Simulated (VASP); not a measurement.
Wanted: the native input for a VASP 6.6.1 run.

| Property | Result |
| --- | --- |
| Task | single point |
| Functional | PBE |
| Potentials or basis | VASP PAW PBE potentials, release 64 (Cu, Ru_pv) |
| Cutoff | 520 eV |
| k mesh | 10 × 10 × 10 |
| Occupations | gaussian, width 0.1 eV |
| Spin | no spin polarisation |
| Dipole correction | no |
| Further INCAR settings | ALGO = Normal; EDIFF = 1e-06; NBANDS = 42 |

The structure of CuRu4 lies in POSCAR:

```
CuRu4
1.0
   -2.7226989575      2.7226989575      2.7226989575
    2.7226989575     -2.7226989575      2.7226989575
    2.7226989575      2.7226989575     -2.7226989575
Cu Ru
1 4
Direct
    0.0000000000      0.0000000000      0.0000000000
    0.0000000000      0.0000000000      0.5000000000
    0.5000000000      0.0000000000      0.0000000000
    0.0000000000      0.5000000000      0.0000000000
    0.5000000000      0.5000000000      0.5000000000
```

These files were run (other wordings do the same):

INCAR

```
SYSTEM = CuRu4
PREC     = Accurate       ! precision mode
ENCUT    = 520            ! plane-wave cutoff, eV
EDIFF    = 1E-6           ! SCF threshold, eV
ISMEAR   = 0              ! smearing method
SIGMA    = 0.1            ! smearing width, eV
LREAL    = .FALSE.        ! projectors in reciprocal space
LASPH    = .TRUE.         ! aspherical terms in the spheres
NELM     = 100            ! most SCF steps
ALGO     = Normal         ! electronic algorithm
ISIF     = 2              ! what is computed and relaxed
LWAVE    = .FALSE.        ! write WAVECAR
LCHARG   = .FALSE.        ! write CHGCAR
GGA      = PE             ! functional
NBANDS   = 42             ! bands
```

KPOINTS

```
regular mesh
0
G
  10 10 10
  0 0 0
```

Potentials or basis: VASP PAW PBE potentials, release 64 (Cu, Ru_pv).

Command:

```sh
$ cat potpaw_PBE.64/Cu/POTCAR potpaw_PBE.64/Ru_pv/POTCAR > POTCAR
$ mpirun -np 1 vasp_std > vasp.out
```

Results of the run:

* Pressure: 0.0 GPa

Run time: 59 s on 1 thread of Intel(R) Xeon(R) 6975P-C (Granite Rapids), with other jobs on the host, peak memory 0.28 GiB.
